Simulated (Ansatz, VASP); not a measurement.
## One calculation of Cu, two programs

```
Cu
1.0
     0.00000    1.78039    1.83461
     1.78039    0.00000    1.83461
     1.78039    1.78039    0.00000
Cu
1
Cartesian
  0.0000 0.0000 0.0000
```

Change from the starting cell: strain -0.015 along x and y, +0.015 along z, atoms carried along.

Alike in both runs: task single point; functional PBEsol; k mesh 22 × 22 × 22; occupations gaussian, width 0.15 eV; no spin polarisation.

|  | VASP | Ansatz |
| --- | --- | --- |
| version | VASP 6.6.1 | Ansatz 0.2.0 |
| potentials or method | VASP PAW PBE potentials, release 64 (Cu), cutoff 520 eV | scalar-relativistic, plane waves, PAW |
| valence electrons in the cell | 11 | 19 |

|  | VASP | Ansatz | Ansatz less VASP |
| --- | --- | --- | --- |
| gap on the k mesh at the Fermi level (eV) | none | none | - |
| pressure (GPa) | -3.6 | -4.3 | -0.69 |
| traceless stress, the component that is largest in VASP (GPa) | -1.33 | -1.33 | 0.000 |

VASP's potentials were made for PBE, not for PBEsol. A gap of «none» marks a metal or a gap that the smearing closes. The functional is the same, so the differences come from potentials, cutoffs and numerics. VASP's potentials hold 11 valence electrons a cell and Ansatz's 19, so a difference there can come from the potentials and not from the codes.
